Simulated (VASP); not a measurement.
# InP (rocksalt type) (Fm-3m) in VASP: further runs, part 2 of 2

VASP 6.6.1.

### 3 Electric field gradients, PBE (20.84 Å³/atom)

This run uses another cell than the first one, of 20.84 Å³/atom.

INCAR

```
PREC = Accurate ; ENCUT = 520
EDIFF = 1E-8 ; ISMEAR = -1
SIGMA = 0.08 ; LREAL = False
LASPH = True ; NELM = 100
ALGO = Normal ; ISIF = 2
LWAVE = False ; LCHARG = False
GGA = PE ; LEFG = True
NBANDS = 16
```

KPOINTS

```
Automatic mesh
0
Gamma
  14 14 14
```

POSCAR

```
InP
1.0
    0.0000000000      2.7519613832      2.7519613832
    2.7519613832      0.0000000000      2.7519613832
    2.7519613832      2.7519613832      0.0000000000
In P
1 1
Direct
    0.0000000000      0.0000000000      0.0000000000
    0.5000000000      0.5000000000      0.5000000000
```

Potentials or basis: VASP PAW PBE potentials, release 64 (In_d, P).

Launch:

```console
$ cat potpaw_PBE.64/In_d/POTCAR potpaw_PBE.64/P/POTCAR > POTCAR
$ mpirun -np 1 vasp_std > vasp.out
```

OUTCAR:

```text
PREC = Accurate
   ENCUT = 520
   EDIFF = 1E-8
   ISMEAR = -1
   LREAL = False
   LASPH = True
   NELM = 100
   ISIF = 2
   GGA = PE

 ion  position               nearest neighbor table
   1  0.000  0.000  0.000-   2 2.75   2 2.75   2 2.75   2 2.75   2 2.75   2 2.75
   2  0.500  0.500  0.500-   1 2.75   1 2.75   1 2.75   1 2.75   1 2.75   1 2.75

  LATTYP: Found a face centered cubic cell.
 ALAT       =     5.5039227664

  Lattice vectors:

 A1 = (   0.0000000000,   2.7519613832,   2.7519613832)
 A2 = (   2.7519613832,   0.0000000000,   2.7519613832)
 A3 = (   2.7519613832,   2.7519613832,   0.0000000000)

Analysis of symmetry for initial positions (statically):
=====================================================================
 Subroutine PRICEL returns:
 Original cell was already a primitive cell.

 Routine SETGRP: Setting up the symmetry group for a
 face centered cubic supercell.

 Subroutine GETGRP returns: Found 48 space group operations
 (whereof 48 operations were pure point group operations)
 out of a pool of 48 trial point group operations.

The static configuration has the point symmetry O_h .

Analysis of symmetry for dynamics (positions and initial velocities):
=====================================================================
 Subroutine PRICEL returns:
 Original cell was already a primitive cell.

 Routine SETGRP: Setting up the symmetry group for a
 face centered cubic supercell.

 Subroutine GETGRP returns: Found 48 space group operations
 (whereof 48 operations were pure point group operations)
 out of a pool of 48 trial point group operations.

The dynamic configuration has the point symmetry O_h .

[... 149 lines left out ...]
 cond. band min:       7.2664664856   @ k =  -0.1429   0.2143   0.0714
 fundamental gap:      0.0328948690
 Fermi energy:         7.2519659063

 k-point     1 :       0.0000    0.0000    0.0000
  band No.  band energies     occupation
      1      -6.9690      2.00000
      2      -6.9690      2.00000
      3      -6.9479      2.00000
      4      -6.9479      2.00000
      5      -6.9479      2.00000
      6      -4.8861      2.00000
[... 433 lines left out ...]
      3      -6.9615      2.00000
      4      -6.9064      2.00000
      5      -6.8916      2.00000
      6      -3.9241      2.00000
[... 8 lines left out ...]
     15      17.4235      0.00000
     16      17.6098      0.00000

 [... further k-points ...]
[... 5 lines left out ...]
  --------------------------------------------------------------------------------------
  -------------------------------------------------------------------------------------
  Total        0.3989075      0.3989075      0.3989075     -0.0000000      0.0000000     -0.0000000
  in kB       15.3329536     15.3329536     15.3329536     -0.0000000      0.0000000     -0.0000000
  external PRESSURE =      15.3329536 kB  Pullay stress =       0.0000000 kB

 VOLUME and BASIS-vectors are now :
 -----------------------------------------------------------------------------
  energy-cutoff  :      520.00
  volume of cell :       41.68
      direct lattice vectors                 reciprocal lattice vectors
     0.000000000  2.751961383  2.751961383    -0.181688596  0.181688596  0.181688596
     2.751961383  0.000000000  2.751961383     0.181688596 -0.181688596  0.181688596
     2.751961383  2.751961383  0.000000000     0.181688596  0.181688596 -0.181688596

 POSITION                                       TOTAL-FORCE (eV/Angst)
 -----------------------------------------------------------------------------------
      0.00000      0.00000      0.00000         0.000000      0.000000      0.000000
      2.75196      2.75196      2.75196         0.000000      0.000000      0.000000
 -----------------------------------------------------------------------------------
    total drift:                               -0.000000      0.000000      0.000000

  FREE ENERGIE OF THE ION-ELECTRON SYSTEM (eV)
  ---------------------------------------------------
  free  energy   TOTEN  =        -7.9232265270 eV

  energy  without entropy=       -7.9003775322  energy(sigma->0) =       -7.91180203

 Electric field gradients (V/A^2)
---------------------------------------------------------------------
 ion       V_xx      V_yy      V_zz      V_xy      V_xz      V_yz
---------------------------------------------------------------------
   1       0.000     0.000     0.000     0.002     0.002     0.002
   2       0.000     0.000    -0.000    -0.000    -0.000    -0.000
---------------------------------------------------------------------

 Electric field gradients after diagonalization (V/A^2)
 (convention: |V_zz| > |V_xx| > |V_yy|)
----------------------------------------------------------------------
 ion       V_xx      V_yy      V_zz     asymmetry (V_yy - V_xx)/ V_zz
----------------------------------------------------------------------
   1      -0.002    -0.002     0.004       0.000
   2       0.000     0.000    -0.001       0.000
----------------------------------------------------------------------

           NMR quadrupolar parameters

 Cq : quadrupolar parameter    Cq=e*Q*V_zz/h
 eta: asymmetry parameters     (V_yy - V_xx)/ V_zz
 Q  : nuclear electric quadrupole moment in mb (millibarn)
----------------------------------------------------------------------
 ion       Cq(MHz)       eta       Q (mb)
----------------------------------------------------------------------
   1       0.000       0.000       1.000
   2      -0.000       0.000       1.000
----------------------------------------------------------------------
```

OSZICAR:

```text
N       E                     dE             d eps       ncg     rms          rms(c)
DAV:   1     0.108783739556E+03    0.10878E+03   -0.84716E+03  3352   0.133E+03
DAV:   2    -0.152833729657E+01   -0.11031E+03   -0.10557E+03  3640   0.305E+02
DAV:   3    -0.807627228293E+01   -0.65479E+01   -0.64462E+01  4488   0.712E+01
DAV:   4    -0.822829323021E+01   -0.15202E+00   -0.15196E+00  4048   0.110E+01
DAV:   5    -0.823492161191E+01   -0.66284E-02   -0.66280E-02  4976   0.207E+00    0.491E+00
DAV:   6    -0.793303450760E+01    0.30189E+00   -0.53352E-01  4984   0.124E+01    0.282E+00
DAV:   7    -0.792347931429E+01    0.95552E-02   -0.78932E-02  4888   0.234E+00    0.121E+00
DAV:   8    -0.792311619548E+01    0.36312E-03   -0.60700E-03  4208   0.976E-01    0.141E-01
DAV:   9    -0.792319596573E+01   -0.79770E-04   -0.39652E-04  5040   0.316E-01    0.809E-02
DAV:  10    -0.792321435677E+01   -0.18391E-04   -0.36987E-05  4672   0.544E-02    0.397E-02
DAV:  11    -0.792322580205E+01   -0.11445E-04   -0.10737E-05  4208   0.249E-02    0.721E-03
DAV:  12    -0.792322663789E+01   -0.83584E-06   -0.15661E-06  4264   0.190E-02    0.592E-03
DAV:  13    -0.792322649818E+01    0.13971E-06   -0.15701E-07  4264   0.344E-03    0.269E-03
DAV:  14    -0.792322651962E+01   -0.21431E-07   -0.66225E-09  3240   0.771E-04    0.517E-04
DAV:  15    -0.792322652704E+01   -0.74256E-08   -0.16156E-09  2432   0.653E-04
   1 F= -.79232265E+01 E0= -.79118020E+01  d E =-.228490E-01
```

stdout:

```text
POSCAR found type information on POSCAR InP
 POSCAR found :  2 types and       2 ions
 scaLAPACK will be used
 LDA part: xc-table for (Slater+PW92), standard interpolation
 POSCAR, INCAR and KPOINTS ok, starting setup
 FFT: planning ... GRIDC
 FFT: planning ... GRID_SOFT
 FFT: planning ... GRID
 WAVECAR not read
 entering main loop
ion   1

ion   2
```

Run time: 2.4 min. Hardware: 1 thread of Intel Xeon 8259CL, shared host; peak memory 0.22 GiB.

Results:

| Quantity | Value |
| --- | --- |
| Free energy | -7.9232 eV |
| Pressure | 1.5 GPa |
| Band gap on the k mesh | zero (bands 9 and 10 overlap by 2.70 eV) |
| Largest electric field gradient by atom | zero within the noise of the run |

Caveat: spin-orbit coupling is left out, which moves the levels of the heavy elements.

### 4 Electric field gradients, PBE

This run uses another cell than the first one, of 21.27 Å³/atom.

INCAR

```
ALGO = Normal
EDIFF = 1E-8
ENCUT = 520
GGA = PE
ISIF = 2
ISMEAR = -1
LASPH = T
LCHARG = F
LEFG = T
LREAL = F
LWAVE = F
NBANDS = 16
NELM = 100
PREC = Accurate
SIGMA = 0.08
```

KPOINTS

```
k-points
0
Gamma
  14 14 14
```

POSCAR

```
InP
1.0
    0.0000000000      2.7705562810      2.7705562810
    2.7705562810      0.0000000000      2.7705562810
    2.7705562810      2.7705562810      0.0000000000
In P
1 1
Direct
    0.0000000000      0.0000000000      0.0000000000
    0.5000000000      0.5000000000      0.5000000000
```

Potentials or basis: VASP PAW PBE potentials, release 64 (In_d, P).

Launch:

```console
$ cat potpaw_PBE.64/In_d/POTCAR potpaw_PBE.64/P/POTCAR > POTCAR
$ mpirun -np 1 vasp_std > vasp.out
```

OUTCAR:

```text
EDIFF = 1E-8
   ENCUT = 520
   GGA = PE
   ISIF = 2
   ISMEAR = -1
   LASPH = T
   LREAL = F
   NELM = 100
   PREC = Accurate

 ion  position               nearest neighbor table
   1  0.000  0.000  0.000-   2 2.77   2 2.77   2 2.77   2 2.77   2 2.77   2 2.77
   2  0.500  0.500  0.500-   1 2.77   1 2.77   1 2.77   1 2.77   1 2.77   1 2.77

  LATTYP: Found a face centered cubic cell.
 ALAT       =     5.5411125620

  Lattice vectors:

 A1 = (   0.0000000000,   2.7705562810,   2.7705562810)
 A2 = (   2.7705562810,   0.0000000000,   2.7705562810)
[... 668 lines left out ...]
  ---------------------------------------------------
  free  energy   TOTEN  =        -7.9274413049 eV

  energy  without entropy=       -7.9041223572  energy(sigma->0) =       -7.91578183

 Electric field gradients (V/A^2)
---------------------------------------------------------------------
 ion       V_xx      V_yy      V_zz      V_xy      V_xz      V_yz
---------------------------------------------------------------------
   1       0.000     0.000     0.000     0.002     0.002     0.002
   2       0.000     0.000    -0.000    -0.000    -0.000    -0.000
---------------------------------------------------------------------

 Electric field gradients after diagonalization (V/A^2)
 (convention: |V_zz| > |V_xx| > |V_yy|)
----------------------------------------------------------------------
 ion       V_xx      V_yy      V_zz     asymmetry (V_yy - V_xx)/ V_zz
----------------------------------------------------------------------
   1      -0.002    -0.002     0.004       0.000
   2       0.000     0.000    -0.001       0.000
----------------------------------------------------------------------

           NMR quadrupolar parameters

 Cq : quadrupolar parameter    Cq=e*Q*V_zz/h
 eta: asymmetry parameters     (V_yy - V_xx)/ V_zz
 Q  : nuclear electric quadrupole moment in mb (millibarn)
----------------------------------------------------------------------
 ion       Cq(MHz)       eta       Q (mb)
----------------------------------------------------------------------
   1       0.000       0.000       1.000
   2      -0.000       0.000       1.000
----------------------------------------------------------------------
```

Run time: 2.3 min. Hardware: 1 thread of Intel Xeon 8259CL, shared host; peak memory 0.21 GiB.

What came out:

```yaml
Free_energy: -7.9274 eV
Pressure: 0.0 GPa
Band_gap_on_the_k_mesh: zero (bands 9 and 10 overlap by 2.63 eV)
Largest_electric_field_gradient_by_atom: zero within the noise of the run
```

Levels at points of the mesh, in eV from the Fermi level:
| k point | band 6 | band 7 | band 8 | band 9 | band 10 | band 11 | band 12 | band 13 |
| --- | --- | --- | --- | --- | --- | --- | --- | --- |
| (0.00, 0.00, 0.00) | -11.99 | -0.27 | -0.27 | -0.27 | 0.52 | 7.11 | 7.11 | 7.11 |
| (0.50, 0.00, 0.00) | -9.92 | -6.61 | 0.15 | 0.15 | 2.50 | 3.43 | 3.43 | 5.19 |
| (0.50, 0.50, 0.00) | -8.82 | -4.92 | -2.49 | -2.31 | -2.31 | 3.86 | 9.87 | 9.87 |

Caveat: spin-orbit coupling is left out, which moves the levels of the heavy elements.

### 5 Electric field gradients, PBE

This run uses another cell than the first one, of 21.27 Å³/atom.

INCAR

```
SYSTEM = InP
PREC = Accurate ; ENCUT = 520
EDIFF = 1E-8 ; ISMEAR = -1
SIGMA = 0.08 ; LREAL = .FALSE.
LASPH = .TRUE. ; NELM = 100
ALGO = Normal ; ISIF = 2
LWAVE = .FALSE. ; LCHARG = .FALSE.
GGA = PE ; LEFG = .TRUE.
NBANDS = 16
```

KPOINTS

```
Automatic mesh
0
G
  14 14 14
  0 0 0
```

POSCAR is that of step 4.

Potentials or basis: VASP PAW PBE potentials, release 64 (In_d, P).

Launch:

```console
$ cat potpaw_PBE.64/In_d/POTCAR potpaw_PBE.64/P/POTCAR > POTCAR
$ mpirun -np 1 vasp_std > vasp.out
```

OUTCAR:

```text
SYSTEM = InP
   PREC = Accurate
   ENCUT = 520
   EDIFF = 1E-8
   ISMEAR = -1
   LREAL = .FALSE.
   LASPH = .TRUE.
   NELM = 100
   ISIF = 2
   GGA = PE

 ion  position               nearest neighbor table
   1  0.000  0.000  0.000-   2 2.77   2 2.77   2 2.77   2 2.77   2 2.77   2 2.77
   2  0.500  0.500  0.500-   1 2.77   1 2.77   1 2.77   1 2.77   1 2.77   1 2.77

  LATTYP: Found a face centered cubic cell.
 ALAT       =     5.5411125620

  Lattice vectors:

 A1 = (   0.0000000000,   2.7705562810,   2.7705562810)
[... 669 lines left out ...]
  ---------------------------------------------------
  free  energy   TOTEN  =        -7.9274413049 eV

  energy  without entropy=       -7.9041223572  energy(sigma->0) =       -7.91578183

 Electric field gradients (V/A^2)
---------------------------------------------------------------------
 ion       V_xx      V_yy      V_zz      V_xy      V_xz      V_yz
---------------------------------------------------------------------
   1       0.000     0.000     0.000     0.002     0.002     0.002
   2       0.000     0.000    -0.000    -0.000    -0.000    -0.000
---------------------------------------------------------------------

 Electric field gradients after diagonalization (V/A^2)
 (convention: |V_zz| > |V_xx| > |V_yy|)
----------------------------------------------------------------------
 ion       V_xx      V_yy      V_zz     asymmetry (V_yy - V_xx)/ V_zz
----------------------------------------------------------------------
   1      -0.002    -0.002     0.004       0.000
   2       0.000     0.000    -0.001       0.000
----------------------------------------------------------------------

           NMR quadrupolar parameters

 Cq : quadrupolar parameter    Cq=e*Q*V_zz/h
 eta: asymmetry parameters     (V_yy - V_xx)/ V_zz
 Q  : nuclear electric quadrupole moment in mb (millibarn)
----------------------------------------------------------------------
 ion       Cq(MHz)       eta       Q (mb)
----------------------------------------------------------------------
   1       0.000       0.000       1.000
   2      -0.000       0.000       1.000
----------------------------------------------------------------------
```

It took 2.3 min on 1 thread of Intel Xeon 8259CL, shared host; peak memory 0.22 GiB.

Results:

| Property | Result |
| --- | --- |
| Free energy | -7.9274 eV |
| Pressure | 0.0 GPa |
| Band gap on the k mesh | zero (bands 9 and 10 overlap by 2.63 eV) |
| Largest electric field gradient by atom | zero within the noise of the run |

Caveat: spin-orbit coupling is left out, which moves the levels of the heavy elements.

### 6 Overview

```csv
cell,gap on the mesh (eV),pressure (GPa)
"a = 3.839 Å, angles 60.0°, 2 atoms",none,5.2
"a = 3.892 Å, angles 60.0°, 2 atoms",none,1.5
"a = 3.918 Å, angles 60.0°, 2 atoms",none,0.0
```

Alike in all rows: task electric field gradients; level PBE; potentials or basis VASP PAW PBE potentials, release 64 (In_d, P); no spin polarisation; k mesh 14 × 14 × 14; cutoff (eV) 520; smearing fermi-dirac 0.08 eV.

Caveats: spin-orbit coupling is left out, which moves the levels of the heavy elements; the cell stands under pressure (at least some runs).

Absolute energies hang on the potentials; compare differences alone.
